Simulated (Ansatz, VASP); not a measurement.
Mo2Ru3 in VASP and in Ansatz

```
CELL_PARAMETERS angstrom
2.76459 0.00000 0.00000
-1.38230 2.39421 0.00000
0.00000 0.00000 22.01355
ATOMIC_POSITIONS crystal
Mo 0.33333 0.66667 0.64872
Mo 0.33333 0.66667 0.85128
Mo 0.66667 0.33333 0.14872
Mo 0.66667 0.33333 0.35128
Ru 0.33333 0.66667 0.04960
Ru 0.33333 0.66667 0.25000
Ru 0.33333 0.66667 0.45040
Ru 0.66667 0.33333 0.75000
Ru 0.66667 0.33333 0.95040
Ru 0.66667 0.33333 0.54960
```

Alike in both runs: task single point; functional PBE; k mesh 18 × 18 × 2; occupations gaussian, width 0.1 eV; no spin polarisation.

```csv
,VASP,Ansatz
version,VASP 6.6.1,Ansatz 0.2.0
potentials or method,"VASP PAW PBE potentials, release 64 (Mo_sv, Ru_pv), cutoff 520 eV","scalar-relativistic, plane waves, PAW"
valence electrons in the cell,140,152
```

|  | VASP | Ansatz | Ansatz less VASP |
| --- | --- | --- | --- |
| gap on the k mesh at the Fermi level (eV) | none | none | - |
| pressure (GPa) | 0.2 | 0.0 | -0.21 |
| rms of the force components (eV/Å) | 0.006 | 0.001 | -0.0048 |

Atom by atom the forces differ by 0.006 eV/Å (rms over components). A gap of «none» marks a metal or a gap that the smearing closes. VASP's potentials hold 140 valence electrons a cell and Ansatz's 152, so a difference there can come from the potentials and not from the codes.
